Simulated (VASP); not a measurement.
Runs of VASP 6.6.1 on Si2W. The structure is that of space group Cmmm (No. 65), or close to it. The cells are those of the table. 

| task | cell | k mesh | cutoff (eV) | gap on the mesh (eV) | pressure (GPa) | relaxed volume (Å³/atom) |
| --- | --- | --- | --- | --- | --- | --- |
| relaxation of cell and atoms | relaxed from a = 4.479, b = 4.479, c = 2.722 Å, angles 90.0, 90.0, 106.0°, 3 atoms | 4 × 4 × 6 | 600 | none | 0.0 | (a) |
| single point | a = 4.479, b = 4.479, c = 2.722 Å, angles 90.0, 90.0, 106.0°, 3 atoms | 4 × 4 × 6 | 520 | none | 29.4 | - |
| relaxation of cell and atoms | relaxed from a = 4.909, b = 4.909, c = 2.647 Å, angles 90.0, 90.0, 110.0°, 3 atoms | 10 × 10 × 18 | 600 | none | 0.0 | 19.86 |
| single point | a = 4.888, b = 4.888, c = 2.677 Å, angles 90.0, 90.0, 111.5°, 3 atoms | 10 × 10 × 18 | 520 | none | 0.1 | - |
| single point | a = 4.909, b = 4.909, c = 2.647 Å, angles 90.0, 90.0, 110.0°, 3 atoms | 4 × 4 × 6 | 520 | none | 0.1 | - |

Alike in all rows: level PBE; potentials or basis VASP PAW PBE potentials, release 64 (Si, W_sv); no spin polarisation; smearing gaussian 0.1 eV.

Problem. Estimate the missing entries.

Solution. (a) 19.96.

Caveats: some runs use coarse meshes; spin-orbit coupling is left out, which moves the levels of the heavy elements.

A k mesh can miss the band edges, and the runs leave out spin-orbit coupling on W.

A gap of «none» marks levels without a gap at the run's occupations.
